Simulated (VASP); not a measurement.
# H9C20Cl in VASP: a series of runs, part 2 of 2

VASP 6.6.1. Earlier steps stand in the parts before.

### Step 3. Single point, PBE+D3(BJ)

Contents of INCAR:

```
PREC = Accurate ; ENCUT = 520
EDIFF = 1E-6 ; ISMEAR = 0
SIGMA = 0.02 ; LREAL = Auto
LASPH = T ; NELM = 60
ALGO = Normal ; ISIF = 2
LWAVE = F ; LCHARG = F
GGA = PE ; IVDW = 12
NBANDS = 69
```

Contents of KPOINTS:

```
regular mesh
0
Gamma
  2 2 1
```

Contents of POSCAR:

```
H9C20Cl
1.0
    5.0487420000      0.0000000000      0.0000000000
    0.0000000000      5.0487420000      0.0000000000
    0.0000000000      0.0000000000     16.1647000000
H C Cl
9 20 1
Direct
    0.4277867635      0.0000000000      0.0618631957
    0.0722132365      0.0000000000      0.0618631957
    0.9277867635      0.0000000000      0.0618631957
    0.5722132365      0.0000000000      0.0618631957
    0.4277867635      0.5000000000      0.0618631957
    0.0722132365      0.5000000000      0.0618631957
    0.9277867635      0.5000000000      0.0618631957
    0.5722132365      0.5000000000      0.0618631957
    0.2514765064      0.2500306017      0.3850164865
    0.2500000990      0.0000000000      0.1011277661
    0.7500000990      0.0000000000      0.1011277661
    0.2500000990      0.5000000000      0.1011277661
    0.7500000990      0.5000000000      0.1011277661
    0.2500000990      0.2500000990      0.1563406682
    0.7500000990      0.2500000990      0.1563406682
    0.2500000990      0.7500000990      0.1563406682
    0.7500000990      0.7500000990      0.1563406682
    0.0008707120      0.2499935628      0.2059378770
    0.4991562255      0.2499935628      0.2059090487
    0.0000572420      0.7499971280      0.2175517640
    0.4998752164      0.7499971280      0.2175344423
   -0.0008295136      0.0163692262      0.2691549487
    0.5007370153      0.0164601400      0.2691132530
   -0.0008322865      0.4836182954      0.2691553199
    0.5007397882      0.4835271836      0.2691135004
    0.2499384995      0.1062601337      0.3117128682
    0.7499270115      0.1128952519      0.3114353499
    0.2499384995      0.3936772764      0.3117006193
    0.7499270115      0.3870926659      0.3114360922
    0.2501260710      0.7498218368      0.4320970386
```

Potentials or basis: VASP PAW PBE potentials, release 64 (H, C, Cl).

On the command line:

```console
> cat potpaw_PBE.64/H/POTCAR potpaw_PBE.64/C/POTCAR potpaw_PBE.64/Cl/POTCAR > POTCAR
> mpirun -np 1 vasp_std > vasp.out
```

OUTCAR:

```text
PREC = Accurate
   ENCUT = 520
   EDIFF = 1E-6
   ISMEAR = 0
   LREAL = Auto
   LASPH = T
   NELM = 60
   ISIF = 2
   GGA = PE
   IVDW = 12
 IVDW          = 12

 ion  position               nearest neighbor table
   1  0.428  0.000  0.062-   4 0.73  10 1.10
   2  0.072  0.000  0.062-   3 0.73  10 1.10
   3  0.928  0.000  0.062-   2 0.73  11 1.10
   4  0.572  0.000  0.062-   1 0.73  11 1.10
   5  0.428  0.500  0.062-   8 0.73  12 1.10
   6  0.072  0.500  0.062-   7 0.73  12 1.10
   7  0.928  0.500  0.062-   6 0.73  13 1.10
   8  0.572  0.500  0.062-   5 0.73  13 1.10
   9  0.251  0.250  0.385-  28 1.39  26 1.39
  10  0.250  0.000  0.101-   1 1.10   2 1.10  16 1.55  14 1.55
  11  0.750  0.000  0.101-   3 1.10   4 1.10  17 1.55  15 1.55
  12  0.250  0.500  0.101-   5 1.10   6 1.10  14 1.55  16 1.55
  13  0.750  0.500  0.101-   7 1.10   8 1.10  15 1.55  17 1.55
  14  0.250  0.250  0.156-  19 1.49  18 1.49  12 1.55  10 1.55
  15  0.750  0.250  0.156-  19 1.50  18 1.50  13 1.55  11 1.55
[... 9 lines left out ...]
  25  0.501  0.484  0.269-  28 1.51  29 1.51  19 1.56  21 1.58
  26  0.250  0.106  0.312-   9 1.39  28 1.45  22 1.51  23 1.51
  27  0.750  0.113  0.311-  29 1.38  23 1.51  22 1.51
  28  0.250  0.394  0.312-   9 1.39  26 1.45  24 1.51  25 1.51
  29  0.750  0.387  0.311-  27 1.38  25 1.51  24 1.51
  30  0.250  0.750  0.432-

  LATTYP: Found a simple tetragonal cell.
 ALAT       =     5.0487420000
 C/A-ratio  =     3.2017282721

  Lattice vectors:

 A1 = (   5.0487420000,   0.0000000000,   0.0000000000)
 A2 = (   0.0000000000,   5.0487420000,   0.0000000000)
 A3 = (   0.0000000000,   0.0000000000,  16.1647000000)

Analysis of symmetry for initial positions (statically):
=====================================================================
[... 178 lines left out ...]
     AMIX     =   0.40;   BMIX     =  1.00
     AMIX_MAG =   1.60;   BMIX_MAG =  1.00
  volume/ion in A,a.u.               =      13.73        92.68
  Fermi-wavevector in a.u.,A,eV,Ry     =   1.007366  1.903645 13.807002  1.014786
  Thomas-Fermi vector in A             =   2.140166
   LORBIT       =      0    0 simple, 1 ext, 2 COOP (PROOUT), +10 PAW based schemes
   GGA     = PE    functional components
   LHFCALC =     F    Hartree Fock is set to
   AEXX    =    0.0000 exact exchange contribution
   IVDW    =    12    specifies the selected vdW correction
   LEPSILON=     F    determine dielectric tensor
   LRPA    =     F    only Hartree local field effects (RPA)
 non-spin polarized calculation
 Gauss-broadening in eV      SIGMA  =   0.02
  energy-cutoff  :      520.00
  volume of cell :      412.03
 maximum number of plane-waves:     11113
 NGX is ok and might be reduce to    40
   NGX = 19   NGY = 19   NGZ = 61

 number of electron      96.0000005 magnetization

 Free energy of the ion-electron system (eV)
  ---------------------------------------------------
  ext. energy  EPLUGINS =         0.00000000
  ---------------------------------------------------
  free energy    TOTEN  =      -194.10288855 eV

  energy without entropy =     -194.10288855  energy(sigma->0) =     -194.10288855

 E-fermi :   0.3202     XC(G=0):  -5.7648

 val. band max:        0.1604408538   @ k =   0.0000   0.5000   0.0000
 cond. band min:       0.8191446014   @ k =   0.0000   0.5000   0.0000
 fundamental gap:      0.6587037476
 Fermi energy:         0.3201630764

 k-point     1 :       0.0000    0.0000    0.0000
  band No.  band energies     occupation
      1     -21.3735      2.00000
      2     -19.1272      2.00000
      3     -17.0859      2.00000
      4     -16.8166      2.00000
      5     -16.4399      2.00000
      6     -16.4060      2.00000
[... 241 lines left out ...]
     59       6.2580      0.00000
     60       7.3110      0.00000
 [bands above 60 left out]

------------------------ aborting loop because EDIFF is reached ----------------------------------------

 Edisp (eV)   -3.38124

 E8    (eV) :    -0.9776

  FORCE on cell =-STRESS in cart. coord.  units (eV):
  Direction    XX          YY          ZZ          XY          YZ          ZX
  --------------------------------------------------------------------------------------
  -------------------------------------------------------------------------------------
  Total      77.48888    -9.58120    -5.11476     0.00051    -0.00161    -0.00743
  in kB     301.31169   -37.25603   -19.88851     0.00197    -0.00627    -0.02889
  external pressure =       81.39 kB  Pullay stress =        0.00 kB

 VOLUME and BASIS-vectors are now :
 -----------------------------------------------------------------------------
  energy-cutoff  :      520.00
  volume of cell :      412.03
      direct lattice vectors                 reciprocal lattice vectors
     5.048742000  0.000000000  0.000000000     0.198069143  0.000000000  0.000000000
     0.000000000  5.048742000  0.000000000     0.000000000  0.198069143  0.000000000
     0.000000000  0.000000000 16.164700000     0.000000000  0.000000000  0.061863196

 POSITION                                       TOTAL-FORCE (eV/Angst)
 -----------------------------------------------------------------------------------
      2.15978      0.00000      1.00000        -8.958972     -0.062301      0.086295
      0.36459      0.00000      1.00000         8.959247     -0.062446      0.085968
      4.68416      0.00000      1.00000        -8.952068     -0.058274      0.090302
      2.88896      0.00000      1.00000         8.952285     -0.058097      0.090642
      2.15978      2.52437      1.00000        -8.958978      0.062319      0.086306
      0.36459      2.52437      1.00000         8.959253      0.062464      0.085979
[... 22 lines left out ...]
      3.78619      1.95433      5.03427         0.000461      0.051572      0.028282
      1.26282      3.78566      6.98472         0.000332     -0.002124      0.003140
 -----------------------------------------------------------------------------------
    total drift:                               -0.002387     -0.000787     -0.003498

  FREE ENERGIE OF THE ION-ELECTRON SYSTEM (eV)
  ---------------------------------------------------
  free  energy   TOTEN  =      -197.4841262784 eV

  energy  without entropy=     -197.4841262784  energy(sigma->0) =     -197.48412628
```

Run time: 3 min. Hardware: 1 thread of Intel Xeon 6975P-C (Granite Rapids), shared host; peak memory 0.45 GiB.

What came out:

| Property | Result |
| --- | --- |
| Free energy | -197.4841 eV |
| Largest force | 8.960 eV/Å |
| Band gap on the k mesh | 0.66 eV, direct |
| Dispersion energy per atom | -0.113 eV |

Forces on the atoms (eV/Å):
```
H   -8.959 -0.062  0.086
H    8.959 -0.062  0.086
H   -8.952 -0.058  0.090
H    8.952 -0.058  0.091
H   -8.959  0.062  0.086
H    8.959  0.062  0.086
H   -8.952  0.058  0.090
H    8.952  0.058  0.091
H   -0.022 -0.003 -0.015
C   -0.002 -0.189  1.004
C    0.002 -0.192  1.026
C   -0.002  0.189  1.004
C    0.002  0.192  1.026
C   -0.001  0.000 -3.732
C    0.006  0.000 -3.391
C   -0.003  0.000  1.136
C   -0.003  0.000  1.103
C   -0.004  0.000 -0.010
C   -0.003  0.000 -0.008
C    0.003  0.000  0.015
C    0.000  0.000  0.015
C   -0.003 -0.040 -0.009
C   -0.002 -0.051 -0.008
C   -0.002  0.039 -0.010
C   -0.003  0.050 -0.008
C    0.018 -0.024  0.047
C    0.000 -0.052  0.028
C    0.018  0.032  0.048
C    0.000  0.052  0.028
Cl   0.000 -0.002  0.003
```

Levels at points of the mesh, in eV from the valence-band top:
```
           k point  band 46  band 47  band 48  band 49  band 50  band 51
(0.00, 0.00, 0.00)    -0.99    -0.57    -0.13     0.74     2.02     2.62
(0.50, 0.00, 0.00)    -1.42    -0.96    -0.88     1.32     1.76     3.70
(0.00, 0.50, 0.00)    -0.37    -0.34     0.00     0.66     1.69     3.44
(0.50, 0.50, 0.00)    -1.33    -0.75    -0.49     1.23     1.78     4.24
```

Caveat: the k points lie up to 0.62 Å⁻¹ apart.
